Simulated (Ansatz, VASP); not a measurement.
## One calculation of KHfAs, two programs

File INCAR:

```
SYSTEM = KHfAs
PREC = Accurate
ENCUT = 600
EDIFF = 1E-7
ISMEAR = 0
SIGMA = 0.1
LREAL = .FALSE.
LASPH = .TRUE.
NELM = 60
ALGO = Fast
ISIF = 3
LWAVE = .FALSE.
LCHARG = .FALSE.
GGA = PE
IBRION = 2
NSW = 100
EDIFFG = -0.01
```

KPOINTS

```
Automatic mesh
0
G
  12 12 10
  0 0 0
```

POSCAR

```
KHfAs
1.0
    4.4938717000      0.0000000000      0.0000000000
   -2.2469358500      3.8918070500      0.0000000000
    0.0000000000      0.0000000000      5.3632863100
K Hf As
1 1 1
Direct
    0.0000000000      0.0000000000      0.0000000000
    0.6666666700      0.3333333300      0.5000000000
    0.3333333300      0.6666666700      0.5000000000
```

Input for Ansatz:

```yaml
crystal:
  lattice:
    - [4.4938717, 0.0, 0.0]
    - [-2.24693585, 3.89180705, 0.0]
    - [0.0, 0.0, 5.36328631]
  atoms:
    - { symbol: K, position: [0.0, 0.0, 0.0] }
    - { symbol: Hf, position: [0.66666667, 0.33333333, 0.5] }
    - { symbol: As, position: [0.33333333, 0.66666667, 0.5] }
basis:
  ecutwfc: 420
kpoints:
  mp_grid: { grid: [12, 12, 10] }
hamiltonian:
  xc: pbe
scf:
  occupations: { method: gaussian, width: 0.1 }
output:
  forces: true
  stress: true
  eigenvalues: true
relax:
  adjacent_minimum: "off"
  f_tol: 0.01
  max_steps: 80
  cell: { stress_tol: 0.05 }
```

Change from the starting cell: species swapped into the SrSiNi type (P-6m2, No. 187).

Alike in both runs: task relaxation of cell and atoms; functional PBE; k mesh 12 × 12 × 10; occupations gaussian, width 0.1 eV; no spin polarisation.

```csv
,VASP,Ansatz
version,VASP 6.6.1,Ansatz 0.2.0
potentials or method,"VASP PAW PBE potentials, release 64 (K_sv, Hf_pv, As), cutoff 600 eV","scalar-relativistic, plane waves, PAW"
valence electrons in the cell,24,50
```

VASP gave:

| Quantity | Value |
| --- | --- |
| gap on the k mesh at the Fermi level, each at its own relaxed structure (eV) | none |
| relaxed volume (Å³/atom) | 34.45 |
| relaxed length of the cell vector where the two differ most in proportion (Å) | 5.845 |

Task: What did Ansatz give for the same quantities?

Result: gap on the k mesh at the Fermi level, each at its own relaxed structure (eV): none; relaxed volume (Å³/atom): 34.37; relaxed length of the cell vector where the two differ most in proportion (Å): 5.829.

A gap of «none» marks a metal or a gap that the smearing closes. VASP's potentials hold 24 valence electrons a cell and Ansatz's 50, so a difference there can come from the potentials and not from the codes.

Neither program's run includes spin-orbit coupling.
